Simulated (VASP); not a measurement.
# CsBr (Pm-3m) in VASP: further runs, part 2 of 2

VASP 6.6.1. Earlier steps stand in the parts before.

### Step 4. Electric field gradients, PBE (volume scaled by 0.9)

File INCAR:

```
SYSTEM = CsBr
  PREC = Accurate
  ENCUT = 400
  EDIFF = 1E-8
  ISMEAR = -1
  SIGMA = 0.03
  LREAL = .FALSE.
  LASPH = .TRUE.
  NELM = 120
  ALGO = Normal
  ISIF = 2
  LWAVE = .FALSE.
  LCHARG = .FALSE.
  GGA = PE
  LEFG = .TRUE.
  NBANDS = 15
  GGA_COMPAT = .FALSE.
```

File KPOINTS:

```
Automatic mesh
0
G
  7 7 7
  0 0 0
```

File POSCAR:

```
CsBr
1.0
    4.1763423352      0.0000000000      0.0000000000
    0.0000000000      4.1763423352      0.0000000000
    0.0000000000      0.0000000000      4.1763423352
Cs Br
1 1
Direct
    0.0000000000      0.0000000000      0.0000000000
    0.5000000000      0.5000000000      0.5000000000
```

Potentials or basis: VASP PAW PBE potentials, release 64 (Cs_sv, Br).

Run with:

```
$ cat potpaw_PBE.64/Cs_sv/POTCAR potpaw_PBE.64/Br/POTCAR > POTCAR
$ mpirun -np 1 vasp_std > vasp.out
```

OUTCAR:

```text
SYSTEM = CsBr
   PREC = Accurate
   ENCUT = 400
   EDIFF = 1E-8
   ISMEAR = -1
   LREAL = .FALSE.
   LASPH = .TRUE.
   NELM = 120
   ISIF = 2
   GGA = PE

 ion  position               nearest neighbor table
   1  0.000  0.000  0.000-
   2  0.500  0.500  0.500-

  LATTYP: Found a simple cubic cell.
 ALAT       =     4.1763423352

  Lattice vectors:

 A1 = (   4.1763423352,   0.0000000000,   0.0000000000)
 A2 = (   0.0000000000,   4.1763423352,   0.0000000000)
[... 563 lines left out ...]

  FREE ENERGIE OF THE ION-ELECTRON SYSTEM (eV)
  ---------------------------------------------------
  free  energy   TOTEN  =        -5.9351104503 eV

  energy  without entropy=       -5.9351104503  energy(sigma->0) =       -5.93511045

 Electric field gradients (V/A^2)
---------------------------------------------------------------------
 ion       V_xx      V_yy      V_zz      V_xy      V_xz      V_yz
---------------------------------------------------------------------
   1      -0.000    -0.000     0.000    -0.000    -0.000     0.000
   2       0.000     0.000    -0.000     0.000     0.000    -0.000
---------------------------------------------------------------------

 Electric field gradients after diagonalization (V/A^2)
 (convention: |V_zz| > |V_xx| > |V_yy|)
----------------------------------------------------------------------
 ion       V_xx      V_yy      V_zz     asymmetry (V_yy - V_xx)/ V_zz
----------------------------------------------------------------------
   1      -0.000     0.000    -0.000      -1.275
   2       0.000     0.000    -0.000       0.051
----------------------------------------------------------------------

           NMR quadrupolar parameters

 Cq : quadrupolar parameter    Cq=e*Q*V_zz/h
 eta: asymmetry parameters     (V_yy - V_xx)/ V_zz
 Q  : nuclear electric quadrupole moment in mb (millibarn)
----------------------------------------------------------------------
 ion       Cq(MHz)       eta       Q (mb)
----------------------------------------------------------------------
   1      -0.000      -1.275       1.000
   2      -0.000       0.051       1.000
----------------------------------------------------------------------
```

OSZICAR:

```text
N       E                     dE             d eps       ncg     rms          rms(c)
DAV:   1     0.769814320010E+02    0.76981E+02   -0.57394E+03   600   0.746E+02
DAV:   2    -0.924562495652E+00   -0.77906E+02   -0.72145E+02   868   0.142E+02
DAV:   3    -0.614533968494E+01   -0.52208E+01   -0.52066E+01   754   0.407E+01
DAV:   4    -0.618077718019E+01   -0.35437E-01   -0.35435E-01   712   0.407E+00
DAV:   5    -0.618096860312E+01   -0.19142E-03   -0.19142E-03   789   0.303E-01    0.185E+00
DAV:   6    -0.596596184737E+01    0.21501E+00   -0.19738E-01   726   0.250E+00    0.108E+00
DAV:   7    -0.593237591690E+01    0.33586E-01   -0.12453E-01   747   0.185E+00    0.604E-01
DAV:   8    -0.593522716435E+01   -0.28512E-02   -0.12594E-02   684   0.650E-01    0.998E-02
DAV:   9    -0.593502837013E+01    0.19879E-03   -0.10444E-03   789   0.188E-01    0.637E-02
DAV:  10    -0.593510661286E+01   -0.78243E-04   -0.18553E-04   635   0.822E-02    0.173E-02
DAV:  11    -0.593511183686E+01   -0.52240E-05   -0.30471E-05   740   0.330E-02    0.873E-03
DAV:  12    -0.593511037840E+01    0.14585E-05   -0.29650E-06   733   0.110E-02    0.301E-03
DAV:  13    -0.593511035253E+01    0.25870E-07   -0.72558E-07   705   0.418E-03    0.934E-04
DAV:  14    -0.593511042915E+01   -0.76622E-07   -0.42911E-08   740   0.121E-03    0.122E-04
DAV:  15    -0.593511045399E+01   -0.24839E-07   -0.26451E-09   363   0.320E-04    0.243E-05
DAV:  16    -0.593511045029E+01    0.36991E-08   -0.14545E-10   384   0.865E-05
   1 F= -.59351105E+01 E0= -.59351105E+01  d E =-.700719E-11
```

Run time: 33 s. Hardware: 1 thread of AMD EPYC 7R13, shared host; peak memory 0.13 GiB.

What came out:

```
Free energy            : -5.9351 eV
Pressure               : 2.7 GPa
Band gap on the k mesh : 4.80 eV, direct
```

Levels at points of the mesh, in eV from the valence-band top:
| k point | band 6 | band 7 | band 8 | band 9 | band 10 | band 11 |
| --- | --- | --- | --- | --- | --- | --- |
| (0.00, 0.00, 0.00) | 0.00 | 0.00 | 0.00 | 4.80 | 4.80 | 4.82 |

Caveat: the cell differs from its parent crystal (volume scaled by 0.9); without QUAD_EFG the Cq values of the log hold for a quadrupole moment of 1 mb, not for the nuclei; spin-orbit coupling is left out, which moves the levels of the heavy elements. A k mesh can miss the band edges.

### Step 5. Electric field gradients, PBE

This run uses another cell than the first one, of 40.47 Å³/atom, 1.818 times its volume.

File INCAR:

```
PREC     = Accurate       # precision mode
ENCUT    = 400            # plane-wave cutoff, eV
EDIFF    = 1E-8           # SCF threshold, eV
ISMEAR   = -1             # smearing method
SIGMA    = 0.03           # smearing width, eV
LREAL    = False          # projectors in reciprocal space
LASPH    = True           # aspherical terms in the spheres
NELM     = 120            # most SCF steps
ALGO     = Normal         # electronic algorithm
ISIF     = 2              # what is computed and relaxed
LWAVE    = False          # write WAVECAR
LCHARG   = False          # write CHGCAR
GGA      = PE             # functional
LEFG     = True         
NBANDS   = 15             # bands
GGA_COMPAT= False
```

File KPOINTS:

```
regular mesh
0
Gamma
  7 7 7
```

File POSCAR:

```
CsBr
1.0
    4.3256222200      0.0000000000      0.0000000000
    0.0000000000      4.3256222200      0.0000000000
    0.0000000000      0.0000000000      4.3256222200
Cs Br
1 1
Direct
    0.0000000000      0.0000000000      0.0000000000
    0.5000000000      0.5000000000      0.5000000000
```

Potentials or basis: VASP PAW PBE potentials, release 64 (Cs_sv, Br).

Run with:

```
$ cat potpaw_PBE.64/Cs_sv/POTCAR potpaw_PBE.64/Br/POTCAR > POTCAR
$ mpirun -np 1 vasp_std > vasp.out
```

OUTCAR:

```text
PREC = Accurate
   ENCUT = 400
   EDIFF = 1E-8
   ISMEAR = -1
   LREAL = False
   LASPH = True
   NELM = 120
   ISIF = 2
   GGA = PE

 ion  position               nearest neighbor table
   1  0.000  0.000  0.000-
   2  0.500  0.500  0.500-

  LATTYP: Found a simple cubic cell.
 ALAT       =     4.3256222200

  Lattice vectors:

 A1 = (   4.3256222200,   0.0000000000,   0.0000000000)
 A2 = (   0.0000000000,   4.3256222200,   0.0000000000)
 A3 = (   0.0000000000,   0.0000000000,   4.3256222200)

Analysis of symmetry for initial positions (statically):
=====================================================================
 Subroutine PRICEL returns:
 Original cell was already a primitive cell.

 Routine SETGRP: Setting up the symmetry group for a
 simple cubic supercell.

 Subroutine GETGRP returns: Found 48 space group operations
[... 538 lines left out ...]
  energy-cutoff  :      400.00
  volume of cell :       80.94
      direct lattice vectors                 reciprocal lattice vectors
     4.325622220  0.000000000  0.000000000     0.231180614  0.000000000  0.000000000
     0.000000000  4.325622220  0.000000000     0.000000000  0.231180614  0.000000000
     0.000000000  0.000000000  4.325622220     0.000000000  0.000000000  0.231180614

 POSITION                                       TOTAL-FORCE (eV/Angst)
 -----------------------------------------------------------------------------------
      0.00000      0.00000      0.00000         0.000000      0.000000      0.000000
      2.16281      2.16281      2.16281         0.000000      0.000000      0.000000
 -----------------------------------------------------------------------------------
    total drift:                                0.000000      0.000000      0.000000

  FREE ENERGIE OF THE ION-ELECTRON SYSTEM (eV)
  ---------------------------------------------------
  free  energy   TOTEN  =        -6.0162668031 eV

  energy  without entropy=       -6.0162668031  energy(sigma->0) =       -6.01626680

 Electric field gradients (V/A^2)
---------------------------------------------------------------------
 ion       V_xx      V_yy      V_zz      V_xy      V_xz      V_yz
---------------------------------------------------------------------
   1      -0.000    -0.000    -0.000    -0.000    -0.000     0.000
   2      -0.000    -0.000     0.000     0.000     0.000    -0.000
---------------------------------------------------------------------

 Electric field gradients after diagonalization (V/A^2)
 (convention: |V_zz| > |V_xx| > |V_yy|)
----------------------------------------------------------------------
 ion       V_xx      V_yy      V_zz     asymmetry (V_yy - V_xx)/ V_zz
----------------------------------------------------------------------
   1      -0.000    -0.000    -0.000      -0.747
   2       0.000    -0.000    -0.000       1.496
----------------------------------------------------------------------

           NMR quadrupolar parameters

 Cq : quadrupolar parameter    Cq=e*Q*V_zz/h
 eta: asymmetry parameters     (V_yy - V_xx)/ V_zz
 Q  : nuclear electric quadrupole moment in mb (millibarn)
----------------------------------------------------------------------
 ion       Cq(MHz)       eta       Q (mb)
----------------------------------------------------------------------
   1      -0.000      -0.747       1.000
   2      -0.000       1.496       1.000
----------------------------------------------------------------------
```

OSZICAR:

```text
N       E                     dE             d eps       ncg     rms          rms(c)
DAV:   1     0.815979425612E+02    0.81598E+02   -0.56013E+03   600   0.737E+02
DAV:   2    -0.157533439235E+00   -0.81755E+02   -0.75705E+02   833   0.143E+02
DAV:   3    -0.623803417694E+01   -0.60805E+01   -0.60600E+01   789   0.429E+01
DAV:   4    -0.628626704970E+01   -0.48233E-01   -0.48228E-01   698   0.462E+00
DAV:   5    -0.628652783565E+01   -0.26079E-03   -0.26078E-03   803   0.351E-01    0.180E+00
DAV:   6    -0.605124660606E+01    0.23528E+00   -0.22070E-01   719   0.244E+00    0.106E+00
DAV:   7    -0.601317203115E+01    0.38075E-01   -0.12663E-01   768   0.179E+00    0.614E-01
DAV:   8    -0.601632946396E+01   -0.31574E-02   -0.14019E-02   677   0.681E-01    0.117E-01
DAV:   9    -0.601616435525E+01    0.16511E-03   -0.14535E-03   775   0.200E-01    0.683E-02
DAV:  10    -0.601626304816E+01   -0.98693E-04   -0.19595E-04   656   0.904E-02    0.165E-02
DAV:  11    -0.601626756902E+01   -0.45209E-05   -0.27046E-05   726   0.300E-02    0.102E-02
DAV:  12    -0.601626653868E+01    0.10303E-05   -0.45243E-06   712   0.121E-02    0.138E-03
DAV:  13    -0.601626669792E+01   -0.15924E-06   -0.34146E-07   733   0.330E-03    0.139E-03
DAV:  14    -0.601626680037E+01   -0.10245E-06   -0.57393E-08   733   0.130E-03    0.175E-04
DAV:  15    -0.601626680313E+01   -0.27690E-08   -0.22015E-09   461   0.298E-04
   1 F= -.60162668E+01 E0= -.60162668E+01  d E =-.606571E-10
```

Wall time 35 s (1 thread of AMD EPYC 7R13, shared host); peak memory 0.13 GiB.

What came out:

```yaml
Free_energy: -6.0163 eV
Pressure: 0.6 GPa
Band_gap_on_the_k_mesh: 4.42 eV, direct
```

Levels at points of the mesh, in eV from the valence-band top:
```csv
k point,band 6,band 7,band 8,band 9,band 10,band 11
"(0.00, 0.00, 0.00)",0.00,0.00,0.00,4.42,4.95,4.95
```

Caveat: without QUAD_EFG the Cq values of the log hold for a quadrupole moment of 1 mb, not for the nuclei; spin-orbit coupling is left out, which moves the levels of the heavy elements. A k mesh can miss the band edges.

### Step 6. Electric field gradients, PBE

This run uses another cell than the first one, of 40.47 Å³/atom, 1.818 times its volume.

File INCAR:

```
SYSTEM = CsBr
PREC     = Accurate       ! precision mode
ENCUT    = 400            ! plane-wave cutoff, eV
EDIFF    = 1E-8           ! SCF threshold, eV
ISMEAR   = -1             ! smearing method
SIGMA    = 0.03           ! smearing width, eV
LREAL    = .FALSE.        ! projectors in reciprocal space
LASPH    = .TRUE.         ! aspherical terms in the spheres
NELM     = 120            ! most SCF steps
ALGO     = Normal         ! electronic algorithm
ISIF     = 2              ! what is computed and relaxed
LWAVE    = .FALSE.        ! write WAVECAR
LCHARG   = .FALSE.        ! write CHGCAR
GGA      = PE             ! functional
LEFG     = .TRUE.       
NBANDS   = 15             ! bands
GGA_COMPAT= .FALSE.
```

File KPOINTS:

```
Automatic mesh
0
G
  7 7 7
  0 0 0
```

POSCAR is that of step 5.

Potentials or basis: VASP PAW PBE potentials, release 64 (Cs_sv, Br).

Run with:

```
$ cat potpaw_PBE.64/Cs_sv/POTCAR potpaw_PBE.64/Br/POTCAR > POTCAR
$ mpirun -np 1 vasp_std > vasp.out
```

OUTCAR:

```text
SYSTEM = CsBr
   PREC = Accurate
   ENCUT = 400
   EDIFF = 1E-8
   ISMEAR = -1
   LREAL = .FALSE.
   LASPH = .TRUE.
   NELM = 120
   ISIF = 2
   GGA = PE

 ion  position               nearest neighbor table
   1  0.000  0.000  0.000-
   2  0.500  0.500  0.500-

  LATTYP: Found a simple cubic cell.
 ALAT       =     4.3256222200

  Lattice vectors:

 A1 = (   4.3256222200,   0.0000000000,   0.0000000000)
 A2 = (   0.0000000000,   4.3256222200,   0.0000000000)
[... 562 lines left out ...]

  FREE ENERGIE OF THE ION-ELECTRON SYSTEM (eV)
  ---------------------------------------------------
  free  energy   TOTEN  =        -6.0162668031 eV

  energy  without entropy=       -6.0162668031  energy(sigma->0) =       -6.01626680

 Electric field gradients (V/A^2)
---------------------------------------------------------------------
 ion       V_xx      V_yy      V_zz      V_xy      V_xz      V_yz
---------------------------------------------------------------------
   1      -0.000    -0.000    -0.000    -0.000    -0.000     0.000
   2      -0.000    -0.000     0.000     0.000     0.000    -0.000
---------------------------------------------------------------------

 Electric field gradients after diagonalization (V/A^2)
 (convention: |V_zz| > |V_xx| > |V_yy|)
----------------------------------------------------------------------
 ion       V_xx      V_yy      V_zz     asymmetry (V_yy - V_xx)/ V_zz
----------------------------------------------------------------------
   1      -0.000    -0.000    -0.000      -0.747
   2       0.000    -0.000    -0.000       1.496
----------------------------------------------------------------------

           NMR quadrupolar parameters

 Cq : quadrupolar parameter    Cq=e*Q*V_zz/h
 eta: asymmetry parameters     (V_yy - V_xx)/ V_zz
 Q  : nuclear electric quadrupole moment in mb (millibarn)
----------------------------------------------------------------------
 ion       Cq(MHz)       eta       Q (mb)
----------------------------------------------------------------------
   1      -0.000      -0.747       1.000
   2      -0.000       1.496       1.000
----------------------------------------------------------------------
```

stdout:

```text
POSCAR found type information on POSCAR CsBr
 POSCAR found :  2 types and       2 ions
 scaLAPACK will be used
 LDA part: xc-table for (Slater+PW92), standard interpolation
 POSCAR, INCAR and KPOINTS ok, starting setup
 FFT: planning ... GRIDC
 FFT: planning ... GRID_SOFT
 FFT: planning ... GRID
 WAVECAR not read
 entering main loop
ion   1

ion   2
```

It took 35 s on 1 thread of AMD EPYC 7R13, shared host; peak memory 0.13 GiB.

Results:

| Property | Result |
| --- | --- |
| Free energy | -6.0163 eV |
| Pressure | 0.6 GPa |
| Band gap on the k mesh | 4.42 eV, direct |

Levels at points of the mesh, in eV from the valence-band top:
| k point | band 5 | band 6 | band 7 | band 8 | band 9 | band 10 | band 11 | band 12 |
| --- | --- | --- | --- | --- | --- | --- | --- | --- |
| (0.00, 0.00, 0.00) | -6.42 | 0.00 | 0.00 | 0.00 | 4.42 | 4.95 | 4.95 | 9.04 |

Caveat: without QUAD_EFG the Cq values of the log hold for a quadrupole moment of 1 mb, not for the nuclei; spin-orbit coupling is left out, which moves the levels of the heavy elements.

### Step 7. Overview

```csv
cell,gap on the mesh (eV),pressure (GPa)
"a = 3.544 Å, 2 atoms",2.76,40.3
"a = 3.648 Å, 2 atoms",3.33,28.1
"a = 4.176 Å, 2 atoms",4.80,2.7
"a = 4.326 Å, 2 atoms",4.42,0.6
```

Alike in all rows: task electric field gradients; level PBE; potentials or basis VASP PAW PBE potentials, release 64 (Cs_sv, Br); no spin polarisation; k mesh 7 × 7 × 7; cutoff (eV) 400; smearing fermi-dirac 0.03 eV.

Caveats: spin-orbit coupling is left out, which moves the levels of the heavy elements.

Total energies depend on the potentials used, so only differences within one code and one set of settings carry meaning.
